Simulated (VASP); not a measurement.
# ZnSb2S6 (Fm-3m) in VASP: notebook

ZnSb2S6 is run at these levels: PBE; tasks: single point.

Program: VASP 6.6.1. These are calculated values, not measurements. Logs are shortened: lines on timing, memory, paths and dates and some standing lists are left out, and cuts for length are marked.

## (1) The cell of the first run

Symmetry: Fm-3m, No. 225, cubic system. Conventional cell: a = 8.878 Å, b = 8.878 Å, c = 8.878 Å, α = 90.00°, β = 90.00°, γ = 90.00°. Within 3.1 Å of Zn (site symmetry m-3m) lie 6 S at 2.34 Å. Sb (site symmetry -43m) has 12 S at 3.14 Å and 4 Zn at 3.84 Å within 4.1 Å. Within 3.1 Å of S (site symmetry 4mm) lie 1 Zn at 2.34 Å and 4 S at 2.97 Å.

## (2) Single point, PBE

INCAR

```
ALGO = Normal
EDIFF = 1E-7
ENCUT = 520
GGA = PE
ISIF = 2
ISMEAR = 0
LASPH = True
LCHARG = True
LELF = True
LREAL = False
LVHAR = True
LWAVE = False
NBANDS = 39
NELM = 80
PREC = Accurate
SIGMA = 0.1
```

KPOINTS

```
k-points
0
Gamma
  4 4 4
```

POSCAR

```
ZnSb2S6
1.0
    0.0000000000      4.4391438723      4.4391438723
    4.4391438723      0.0000000000      4.4391438723
    4.4391438723      4.4391438723      0.0000000000
Zn Sb S
1 2 6
Direct
    0.0000000000      0.0000000000      0.0000000000
    0.2500000000      0.2500000000      0.2500000000
    0.7500000000      0.7500000000      0.7500000000
    0.7369288719      0.7369288719      0.2630711281
    0.7369288719      0.2630711281      0.7369288719
    0.2630711281      0.7369288719      0.2630711281
    0.2630711281      0.2630711281      0.7369288719
    0.2630711281      0.7369288719      0.7369288719
    0.7369288719      0.2630711281      0.2630711281
```

Potentials or basis: VASP PAW PBE potentials, release 64 (Zn, Sb, S).

The run is started by

```
cat potpaw_PBE.64/Zn/POTCAR potpaw_PBE.64/Sb/POTCAR potpaw_PBE.64/S/POTCAR > POTCAR
mpirun -np 1 vasp_std > vasp.out
```

OUTCAR:

```text
EDIFF = 1E-7
   ENCUT = 520
   GGA = PE
   ISIF = 2
   ISMEAR = 0
   LASPH = True
   LREAL = False
   NELM = 80
   PREC = Accurate

 ion  position               nearest neighbor table
   1  0.000  0.000  0.000-   4 2.34   5 2.34   6 2.34   7 2.34   8 2.34   9 2.34
   2  0.250  0.250  0.250-   6 3.14   7 3.14   9 3.14   5 3.14   7 3.14   8 3.14   4 3.14   6 3.14
                             8 3.14   4 3.14   5 3.14   9 3.14
   3  0.750  0.750  0.750-   6 3.14   7 3.14   8 3.14   5 3.14   7 3.14   9 3.14   4 3.14   6 3.14
                             9 3.14   4 3.14   5 3.14   8 3.14
   4  0.737  0.737  0.263-   1 2.34   2 3.14   2 3.14   3 3.14   3 3.14
   5  0.737  0.263  0.737-   1 2.34   2 3.14   2 3.14   3 3.14   3 3.14
   6  0.263  0.737  0.263-   1 2.34   2 3.14   2 3.14   3 3.14   3 3.14
   7  0.263  0.263  0.737-   1 2.34   2 3.14   2 3.14   3 3.14   3 3.14
   8  0.263  0.737  0.737-   1 2.34   2 3.14   2 3.14   3 3.14   3 3.14
   9  0.737  0.263  0.263-   1 2.34   2 3.14   2 3.14   3 3.14   3 3.14

  LATTYP: Found a face centered cubic cell.
 ALAT       =     8.8782877446

  Lattice vectors:

 A1 = (   0.0000000000,   4.4391438723,   4.4391438723)
 A2 = (   4.4391438723,   0.0000000000,   4.4391438723)
 A3 = (   4.4391438723,   4.4391438723,   0.0000000000)

Analysis of symmetry for initial positions (statically):
[... 33 lines left out ...]
                                     Primitive cell

  volume of cell :     174.9555

  direct lattice vectors                    reciprocal lattice vectors
     0.000000000  4.439143872  4.439143872    -0.112634331  0.112634331  0.112634331
     4.439143872  0.000000000  4.439143872     0.112634331 -0.112634331  0.112634331
     4.439143872  4.439143872  0.000000000     0.112634331  0.112634331 -0.112634331

  length of vectors
     6.277897470  6.277897470  6.277897470     0.195088384  0.195088384  0.195088384

  position of ions in fractional coordinates (direct lattice)
     0.000000000  0.000000000  0.000000000
     0.250000000  0.250000000  0.250000000
     0.750000000  0.750000000  0.750000000
     0.736928872  0.736928872  0.263071128
     0.736928872  0.263071128  0.736928872
     0.263071128  0.736928872  0.263071128
     0.263071128  0.263071128  0.736928872
     0.263071128  0.736928872  0.736928872
     0.736928872  0.263071128  0.263071128

  ion indices of the primitive-cell ions
   primitive index   ion index
                 1           1
                 2           2
                 3           3
                 4           4
                 5           5
                 6           6
                 7           7
                 8           8
                 9           9

----------------------------------------------------------------------------------------

 KPOINTS: k-points

Automatic generation of k-mesh.
 Grid dimensions read from file:
 generate k-points for:    4    4    4

 Generating k-lattice:

  Cartesian coordinates                     Fractional coordinates (reciprocal lattice)
    -0.028158583  0.028158583  0.028158583     0.250000000  0.000000000  0.000000000
     0.028158583 -0.028158583  0.028158583     0.000000000  0.250000000  0.000000000
     0.028158583  0.028158583 -0.028158583     0.000000000  0.000000000  0.250000000

  Length of vectors
     0.048772096  0.048772096  0.048772096

  Shift w.r.t. Gamma in fractional coordinates (k-lattice)
     0.000000000  0.000000000  0.000000000

 Subroutine IBZKPT returns following result:
 ===========================================

 Found      8 irreducible k-points:

 Following reciprocal coordinates:
            Coordinates               Weight
  0.000000  0.000000  0.000000      1.000000
  0.250000  0.000000  0.000000      8.000000
  0.500000  0.000000  0.000000      4.000000
  0.250000  0.250000  0.000000      6.000000
  0.500000  0.250000  0.000000     24.000000
 -0.250000  0.250000  0.000000     12.000000
  0.500000  0.500000  0.000000      3.000000
 -0.250000  0.500000  0.250000      6.000000
   k-points           NKPTS =      8   k-points in BZ     NKDIM =      8   number of bands    NBANDS=     39
   number of dos      NEDOS =    301   number of ions     NIONS =      9
   total plane-waves  NPLWV = 110592
   dimension x,y,z NGX =    48 NGY =   48 NGZ =   48
   dimension x,y,z NGXF=    96 NGYF=   96 NGZF=   96
   ions per type =               1   2   6
   NGX,Y,Z   is equivalent  to a cutoff of  12.71, 12.71, 12.71 a.u.
   NGXF,Y,Z  is equivalent  to a cutoff of  25.42, 25.42, 25.42 a.u.
 SYSTEM =  unknown system
   PREC   = accura    normal or accurate (medium, high low for compatibility)
   ISTART =      0    job   : 0-new  1-cont  2-samecut
   ICHARG =      2    charge: 1-file 2-atom 10-const
   ISPIN  =      1    spin polarized calculation?
   LNONCOLLINEAR =      F non collinear calculations
   LSORBIT =      F    spin-orbit coupling
   LASPH  =      T    aspherical Exc in radial PAW
   ENCUT  =  520.0 eV  38.22 Ry    6.18 a.u.  11.67 11.67 11.67*2*pi/ulx,y,z
   NELM   =     80;   NELMIN=  2; NELMDL= -5     # of ELM steps
   EDIFF  = 0.1E-06   stopping-criterion for ELM
   LREAL  =      F    real-space projection
   EDIFFG = 0.1E-05   stopping-criterion for IOM
   NSW    =      0    number of steps for IOM
   IBRION =     -1    ionic relax: 0-MD 1-quasi-New 2-CG
   NFREE  =      0    steps in history (QN), initial steepest desc. (CG)
   ISIF   =      2    stress and relaxation
   ISYM   =      2    0-nonsym 1-usesym 2-fastsym
   POTIM  = 0.5000    time-step for ionic-motion
   TEBEG  =    0.0;   TEEND  =   0.0 temperature during run
   PSTRESS=    0.0 pullay stress
   NELECT =      58.0000    total number of electrons
   NUPDOWN=      -1.0000    fix difference up-down
   EMIN   =  10.00;   EMAX   =-10.00  energy-range for DOS
   EFERMI =   0.00;   METHOD = LEGACY
   ISMEAR =     0;   SIGMA  =   0.10  broadening in eV -4-tet -1-fermi 0-gaus
   EFERMI_NEDOS =   21; number of points for ismear=-14 and -15
   IALGO  =     38    algorithm
   IMIX   =      4    mixing-type and parameters
     AMIX     =   0.40;   BMIX     =  1.00
     AMIX_MAG =   1.60;   BMIX_MAG =  1.00
  volume/ion in A,a.u.               =      19.44       131.18
  Fermi-wavevector in a.u.,A,eV,Ry     =   1.133031  2.141117 17.466590  1.283758
  Thomas-Fermi vector in A             =   2.269733
   LORBIT       =      0    0 simple, 1 ext, 2 COOP (PROOUT), +10 PAW based schemes
   GGA     = PE    functional components
   LHFCALC =     F    Hartree Fock is set to
   AEXX    =    0.0000 exact exchange contribution
   IVDW    =     0    specifies the selected vdW correction
   LEPSILON=     F    determine dielectric tensor
   LRPA    =     F    only Hartree local field effects (RPA)
 non-spin polarized calculation
 Gauss-broadening in eV      SIGMA  =   0.10
  energy-cutoff  :      520.00
  volume of cell :      174.96
 maximum number of plane-waves:      4735
 NGX is ok and might be reduce to    48
   NGX = 23   NGY = 23   NGZ = 23

 number of electron      57.9999988 magnetization

 Free energy of the ion-electron system (eV)
  ---------------------------------------------------
  ext. energy  EPLUGINS =         0.00000000
  ---------------------------------------------------
  free energy    TOTEN  =       -29.74743679 eV

  energy without entropy =      -29.70751702  energy(sigma->0) =      -29.72747690

 E-fermi :   6.1270     XC(G=0): -10.5028

 val. band max:        6.0995138179   @ k =   0.5000   0.5000   0.0000
 cond. band min:       6.1975654021   @ k =   0.5000   0.0000   0.0000
 fundamental gap:      0.0980515842
 Fermi energy:         6.1270271378

 k-point     1 :       0.0000    0.0000    0.0000
  band No.  band energies     occupation
      1      -8.4613      2.00000
      2      -5.9753      2.00000
      3      -5.9753      2.00000
      4      -5.9753      2.00000
      5      -5.1977      2.00000
      6      -5.1977      2.00000
[... 31 lines left out ...]
     38       9.8582      0.00000
     39      11.1444      0.00000

 k-point     2 :       0.2500    0.0000    0.0000
  band No.  band energies     occupation
      1      -8.1939      2.00000
      2      -6.4796      2.00000
      3      -5.9184      2.00000
      4      -5.9184      2.00000
      5      -5.3346      2.00000
      6      -5.3346      2.00000
[... 31 lines left out ...]
     38      10.6749      0.00000
     39      11.9005      0.00000

 k-point     3 :       0.5000    0.0000    0.0000
  band No.  band energies     occupation
      1      -7.4958      2.00000
      2      -7.3964      2.00000
      3      -5.8168      2.00000
      4      -5.8168      2.00000
      5      -5.5134      2.00000
      6      -5.5134      2.00000
[... 31 lines left out ...]
     38      11.6166      0.00000
     39      12.1593      0.00000

 k-point     4 :       0.2500    0.2500    0.0000
  band No.  band energies     occupation
      1      -8.1092      2.00000
      2      -6.2047      2.00000
      3      -6.0927      2.00000
      4      -6.0927      2.00000
      5      -5.6906      2.00000
      6      -5.1624      2.00000
[... 31 lines left out ...]
     38      11.0654      0.00000
     39      12.5836      0.00000

 k-point     5 :       0.5000    0.2500    0.0000
  band No.  band energies     occupation
      1      -7.5500      2.00000
      2      -6.9480      2.00000
      3      -6.2210      2.00000
      4      -6.0605      2.00000
      5      -5.7414      2.00000
      6      -5.2673      2.00000
[... 31 lines left out ...]
     38      12.2696      0.00000
     39      12.9962      0.00000

 k-point     6 :      -0.2500    0.2500    0.0000
  band No.  band energies     occupation
      1      -7.7715      2.00000
      2      -6.8001      2.00000
      3      -6.2991      2.00000
      4      -5.8357      2.00000
      5      -5.4893      2.00000
      6      -5.4364      2.00000
[... 31 lines left out ...]
     38      11.7368      0.00000
     39      12.6459      0.00000

 k-point     7 :       0.5000    0.5000    0.0000
  band No.  band energies     occupation
      1      -7.4004      2.00000
      2      -6.6874      2.00000
      3      -6.3259      2.00000
      4      -6.2005      2.00000
      5      -6.2005      2.00000
      6      -5.1264      2.00000
[... 31 lines left out ...]
     38      12.8066      0.00000
     39      13.5335      0.00000

 k-point     8 :      -0.2500    0.5000    0.2500
  band No.  band energies     occupation
      1      -7.1742      2.00000
      2      -6.9810      2.00000
      3      -6.4731      2.00000
      4      -6.4731      2.00000
      5      -5.5163      2.00000
      6      -5.3501      2.00000
[... 31 lines left out ...]
     38      13.0264      0.00000
     39      14.0466      0.00000

------------------------ aborting loop because EDIFF is reached ----------------------------------------

  FORCE on cell =-STRESS in cart. coord.  units (eV):
  Direction    XX          YY          ZZ          XY          YZ          ZX
  --------------------------------------------------------------------------------------
  -------------------------------------------------------------------------------------
  Total       -0.3406931     -0.3406931     -0.3406931      0.0000000      0.0000000     -0.0000000
  in kB       -3.1199402     -3.1199402     -3.1199402      0.0000000      0.0000000     -0.0000000
  external PRESSURE =      -3.1199402 kB  Pullay stress =       0.0000000 kB

 VOLUME and BASIS-vectors are now :
 -----------------------------------------------------------------------------
  energy-cutoff  :      520.00
  volume of cell :      174.96
      direct lattice vectors                 reciprocal lattice vectors
     0.000000000  4.439143872  4.439143872    -0.112634331  0.112634331  0.112634331
     4.439143872  0.000000000  4.439143872     0.112634331 -0.112634331  0.112634331
     4.439143872  4.439143872  0.000000000     0.112634331  0.112634331 -0.112634331

 POSITION                                       TOTAL-FORCE (eV/Angst)
 -----------------------------------------------------------------------------------
      0.00000      0.00000      0.00000         0.000000      0.000000      0.000000
      2.21957      2.21957      2.21957         0.000000     -0.000000     -0.000000
      6.65872      6.65872      6.65872         0.000000      0.000000      0.000000
      4.43914      4.43914      6.54267         0.000000      0.000000     -0.065475
      4.43914      6.54267      4.43914         0.000000     -0.065475      0.000000
      4.43914      2.33562      4.43914         0.000000      0.065475      0.000000
      4.43914      4.43914      2.33562         0.000000      0.000000      0.065475
      6.54267      4.43914      4.43914        -0.065475      0.000000      0.000000
      2.33562      4.43914      4.43914         0.065475      0.000000      0.000000
 -----------------------------------------------------------------------------------
    total drift:                               -0.000000     -0.000000     -0.000000

  FREE ENERGIE OF THE ION-ELECTRON SYSTEM (eV)
  ---------------------------------------------------
  free  energy   TOTEN  =       -29.7474367871 eV

  energy  without entropy=      -29.7075170208  energy(sigma->0) =      -29.72747690
```

Wall time 59 s (1 thread of Intel Xeon 6975P-C (Granite Rapids), shared host); peak memory 0.34 GiB.

Results:

```
Free energy            : -29.7474 eV
Pressure               : -0.3 GPa
Largest force          : 0.065 eV/Å
Band gap on the k mesh : zero (band 29 reaches 6.93 eV, above the bottom of band 30 at 5.78 eV)
```

Forces in eV/Å, atoms in the order of the input:
```
Zn   0.000  0.000  0.000
Sb   0.000  0.000  0.000
Sb   0.000  0.000  0.000
S    0.000  0.000 -0.065
S    0.000 -0.065  0.000
S    0.000  0.065  0.000
S    0.000  0.000  0.065
S   -0.065  0.000  0.000
S    0.065  0.000  0.000
```

Caveat: spin-orbit coupling is left out, which moves the levels of the heavy elements.

## (3) Single point, PBE

This run uses another cell than the first one, of 20.40 Å³/atom, 1.049 times its volume.

INCAR

```
SYSTEM = ZnSb2S6
ALGO = Normal
EDIFF = 1E-7
ENCUT = 520
GGA = PE
ISIF = 2
ISMEAR = 0
LASPH = .TRUE.
LCHARG = .FALSE.
LREAL = .FALSE.
LWAVE = .FALSE.
NBANDS = 39
NELM = 60
PREC = Accurate
SIGMA = 0.1
```

KPOINTS

```
k-points
0
G
  4 4 4
  0 0 0
```

POSCAR

```
ZnSb2S6
1.0
    0.0000000000      4.5108699000      4.5108699000
    4.5108699000      0.0000000000      4.5108699000
    4.5108699000      4.5108699000      0.0000000000
Zn Sb S
1 2 6
Direct
    0.0000000000      0.0000000000      0.0000000000
    0.2500000000      0.2500000000      0.2500000000
    0.7500000000      0.7500000000      0.7500000000
    0.7753319700      0.7753319700      0.2246680300
    0.7753319700      0.2246680300      0.7753319700
    0.2246680300      0.7753319700      0.2246680300
    0.2246680300      0.2246680300      0.7753319700
    0.2246680300      0.7753319700      0.7753319700
    0.7753319700      0.2246680300      0.2246680300
```

Potentials or basis: VASP PAW PBE potentials, release 64 (Zn, Sb, S).

The run is started by

```
cat potpaw_PBE.64/Zn/POTCAR potpaw_PBE.64/Sb/POTCAR potpaw_PBE.64/S/POTCAR > POTCAR
mpirun -np 1 vasp_std > vasp.out
```

OUTCAR:

```text
SYSTEM = ZnSb2S6
   EDIFF = 1E-7
   ENCUT = 520
   GGA = PE
   ISIF = 2
   ISMEAR = 0
   LASPH = .TRUE.
   LREAL = .FALSE.
   NELM = 60
   PREC = Accurate

 ion  position               nearest neighbor table
   1  0.000  0.000  0.000-   4 2.03   5 2.03   6 2.03   7 2.03   8 2.03   9 2.03
   2  0.250  0.250  0.250-   4 3.20   5 3.20   9 3.20   4 3.20   6 3.20   8 3.20   5 3.20   8 3.20
                             6 3.20   9 3.20   7 3.20   7 3.20
   3  0.750  0.750  0.750-   5 3.20   8 3.20   6 3.20   9 3.20   5 3.20   7 3.20   9 3.20   6 3.20
                             7 3.20   8 3.20   4 3.20   4 3.20
   4  0.775  0.775  0.225-   1 2.03   2 3.20   2 3.20   3 3.20   3 3.20
   5  0.775  0.225  0.775-   1 2.03   3 3.20   3 3.20   2 3.20   2 3.20
   6  0.225  0.775  0.225-   1 2.03   3 3.20   3 3.20   2 3.20   2 3.20
[... 537 lines left out ...]
 VOLUME and BASIS-vectors are now :
 -----------------------------------------------------------------------------
  energy-cutoff  :      520.00
  volume of cell :      183.57
      direct lattice vectors                 reciprocal lattice vectors
     0.000000000  4.510869900  4.510869900    -0.110843365  0.110843365  0.110843365
     4.510869900  0.000000000  4.510869900     0.110843365 -0.110843365  0.110843365
     4.510869900  4.510869900  0.000000000     0.110843365  0.110843365 -0.110843365

 POSITION                                       TOTAL-FORCE (eV/Angst)
 -----------------------------------------------------------------------------------
      0.00000      0.00000      0.00000         0.000000     -0.000000     -0.000000
      2.25543      2.25543      2.25543         0.000000     -0.000000     -0.000000
      6.76630      6.76630      6.76630         0.000000     -0.000000     -0.000000
      4.51087      4.51087      6.99484         0.000000     -0.000000     -5.739385
      4.51087      6.99484      4.51087         0.000000     -5.739385     -0.000000
      4.51087      2.02690      4.51087         0.000000      5.739385     -0.000000
      4.51087      4.51087      2.02690         0.000000     -0.000000      5.739385
      6.99484      4.51087      4.51087        -5.739385     -0.000000     -0.000000
      2.02690      4.51087      4.51087         5.739385     -0.000000     -0.000000
 -----------------------------------------------------------------------------------
    total drift:                               -0.000000     -0.000000     -0.000000

  FREE ENERGIE OF THE ION-ELECTRON SYSTEM (eV)
  ---------------------------------------------------
  free  energy   TOTEN  =       -25.2648132849 eV

  energy  without entropy=      -25.2342544295  energy(sigma->0) =      -25.24953386
```

OSZICAR:

```text
N       E                     dE             d eps       ncg     rms          rms(c)
DAV:   1     0.438379704253E+03    0.43838E+03   -0.24589E+04   624   0.140E+03
DAV:   2     0.240289103133E+02   -0.41435E+03   -0.39783E+03   736   0.308E+02
DAV:   3    -0.266122904673E+02   -0.50641E+02   -0.48691E+02   755   0.111E+02
DAV:   4    -0.283294086539E+02   -0.17171E+01   -0.17039E+01   730   0.227E+01
DAV:   5    -0.283666045154E+02   -0.37196E-01   -0.37189E-01   749   0.325E+00    0.249E+01
DAV:   6    -0.258581629887E+02    0.25084E+01   -0.23138E+01   705   0.854E+01    0.242E+01
DAV:   7    -0.252835476931E+02    0.57462E+00   -0.47172E+00   822   0.375E+01    0.107E+01
DAV:   8    -0.252669602058E+02    0.16587E-01   -0.49055E-01   852   0.496E+00    0.431E+00
DAV:   9    -0.252667072353E+02    0.25297E-03   -0.86784E-02   753   0.363E+00    0.549E-01
DAV:  10    -0.252645036875E+02    0.22035E-02   -0.19955E-02   783   0.308E+00    0.285E-01
DAV:  11    -0.252648684426E+02   -0.36476E-03   -0.46363E-03   785   0.424E-01    0.105E-01
DAV:  12    -0.252648062295E+02    0.62213E-04   -0.16136E-04   930   0.228E-01    0.579E-02
DAV:  13    -0.252648045070E+02    0.17224E-05   -0.11057E-04   865   0.190E-01    0.157E-02
DAV:  14    -0.252648129561E+02   -0.84490E-05   -0.98102E-05   786   0.786E-02    0.999E-03
DAV:  15    -0.252648133403E+02   -0.38421E-06   -0.38818E-06   776   0.986E-03    0.977E-03
DAV:  16    -0.252648132849E+02    0.55407E-07   -0.81528E-08   523   0.256E-03
   1 F= -.25264813E+02 E0= -.25249534E+02  d E =-.305589E-01
```

It took 79 s on 1 thread of Intel Xeon 6975P-C (Granite Rapids), shared host; peak memory 0.34 GiB.

Results:

* Free energy: -25.2648 eV
* Pressure: 13.5 GPa
* Largest force: 5.739 eV/Å
* Band gap on the k mesh: zero (band 29 reaches 6.37 eV, above the bottom of band 30 at 5.29 eV)

Forces on the atoms (eV/Å):
```
Zn   0.000  0.000  0.000
Sb   0.000  0.000  0.000
Sb   0.000  0.000  0.000
S    0.000  0.000 -5.739
S    0.000 -5.739  0.000
S    0.000  5.739  0.000
S    0.000  0.000  5.739
S   -5.739  0.000  0.000
S    5.739  0.000  0.000
```

Caveat: spin-orbit coupling is left out, which moves the levels of the heavy elements; forces of over 1 eV/Å act on the atoms, so gaps and moduli don't describe the material at rest.
